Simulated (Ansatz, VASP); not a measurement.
# One calculation of BeTe, two programs

Contents of POSCAR:

```
BeTe
1.0
    0.0000000000      2.7514088358      2.7514088358
    2.7514088358      0.0000000000      2.7514088358
    2.7514088358      2.7514088358      0.0000000000
Te Be
1 1
Direct
    0.7500000000      0.7500000000      0.7500000000
    0.0000000000      0.0000000000      0.0000000000
```

Contents of INCAR.step1:

```
SYSTEM = BeTe
  ALGO = Normal
  EDIFF = 1E-5
  ENCUT = 520
  GGA = PE
  ISIF = 2
  ISMEAR = -1
  LASPH = .TRUE.
  LCHARG = .FALSE.
  LREAL = .FALSE.
  LWAVE = .TRUE.
  NBANDS = 11
  NELM = 80
  PREC = Accurate
  SIGMA = 0.05
```

Contents of INCAR.step2:

```
SYSTEM = BeTe
  ALGO = Normal
  EDIFF = 1E-6
  ENCUT = 520
  GGA = PE
  HFSCREEN = 0.2079
  ISIF = 2
  ISMEAR = -1
  ISTART = 1
  LASPH = .TRUE.
  LCHARG = .FALSE.
  LHFCALC = .TRUE.
  LREAL = .FALSE.
  LWAVE = .FALSE.
  NBANDS = 11
  NELM = 80
  PREC = Accurate
  PRECFOCK = Normal
  SIGMA = 0.05
```

The input KPOINTS:

```
k-points
0
G
  6 6 6
  0 0 0
```

input

```
crystal:
  lattice:
    - [0.0, 2.7514088358, 2.7514088358]
    - [2.7514088358, 0.0, 2.7514088358]
    - [2.7514088358, 2.7514088358, 0.0]
  atoms:
    - { symbol: Te, position: [0.75, 0.75, 0.75] }
    - { symbol: Be, position: [0.0, 0.0, 0.0] }
hamiltonian:
  xc: hse06
  pseudopotentials: { kind: paw }
kpoints:
  mp_grid: { grid: [6, 6, 6] }
scf:
  occupations: { method: fermi_dirac, width: 0.05 }
output:
  forces: true
  stress: true
  eigenvalues: true
```

Alike in both runs: task single point; functional HSE06; k mesh 6 × 6 × 6; occupations fermi-dirac, width 0.05 eV; no spin polarisation.

|  | VASP | Ansatz |
| --- | --- | --- |
| version | VASP 6.6.1 | Ansatz 0.2.0 |
| potentials or method | VASP PAW PBE potentials, release 64 (Te, Be) | Ansatz PAW |
| plane-wave cutoff (eV) | 520 | 420 |
| valence electrons in the cell | 8 | 18 |

VASP gave:

```
gap on the k mesh at the Fermi level (eV) : 2.45
least direct gap on the mesh (eV)         : 4.40
pressure (GPa)                            : 4.7
```

Q: Estimate Ansatz's values.

A: gap on the k mesh at the Fermi level (eV): 2.47; least direct gap on the mesh (eV): 4.40; pressure (GPa): 4.8.

With one functional, cell and mesh, what is left measures potentials, basis and numerics. VASP's potentials hold 8 valence electrons a cell and Ansatz's 18, so a difference there can come from the potentials and not from the codes.

Neither program's run includes spin-orbit coupling.
